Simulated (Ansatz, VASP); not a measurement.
# Mg2ZnCd9S6O6: VASP beside Ansatz

```
O Mg S Zn Cd
1.0
     5.68756    3.35005    0.00272
     0.05480    6.61026    6.26208
     5.67619   -3.32526    6.33435
O Mg S Zn Cd
6 2 6 1 9
Direct
  0.97019 0.36850 0.01289
  0.99087 0.68603 0.69287
  0.91002 0.78029 0.08808
  0.86769 0.10776 0.78489
  0.37465 0.61839 0.26670
  0.39278 0.28892 0.62748
  0.15729 0.79207 0.16451
  0.73209 0.98487 0.98483
  0.97345 0.00215 0.34963
  0.49337 0.50204 0.84794
  0.46742 0.85997 0.51816
  0.50143 0.17998 0.17827
  0.88492 0.43051 0.44831
  0.39848 0.93781 0.94937
  0.66105 0.29823 0.68171
  0.13536 0.19178 0.83085
  0.18832 0.51704 0.50665
  0.65763 0.68459 0.29649
  0.08341 0.24750 0.22405
  0.06642 0.58681 0.91925
  0.04475 0.92244 0.61271
  0.59166 0.43169 0.10190
  0.62130 0.74008 0.74284
  0.54249 0.12016 0.44877
```

Alike in both runs: functional PBE; k mesh 3 × 2 × 2; occupations gaussian, width 0.1 eV; no spin polarisation.

Ansatz relaxed the structure, and its values are those at the end. VASP's run is a single point on that final structure, the one shown.

|  | VASP | Ansatz |
| --- | --- | --- |
| version | VASP 6.6.1 | Ansatz 0.2.0 |
| potentials or method | VASP PAW PBE potentials, release 64 (O, Mg, S, Zn, Cd), cutoff 520 eV | scalar-relativistic, plane waves, PAW |
| valence electrons in the cell | 196 | 284 |

Ansatz gave:

- gap on the k mesh at the Fermi level (eV): 0.28
- least direct gap on the mesh (eV): 0.28
- pressure (GPa): 0.0
- rms of the force components (eV/Å): 0.006

**Question.** Estimate VASP's values.

**Answer.** gap on the k mesh at the Fermi level (eV): 0.27; least direct gap on the mesh (eV): 0.27; pressure (GPa): 0.5; rms of the force components (eV/Å): 0.026.

VASP's potentials hold 196 valence electrons a cell and Ansatz's 284, so a difference there can come from the potentials and not from the codes.
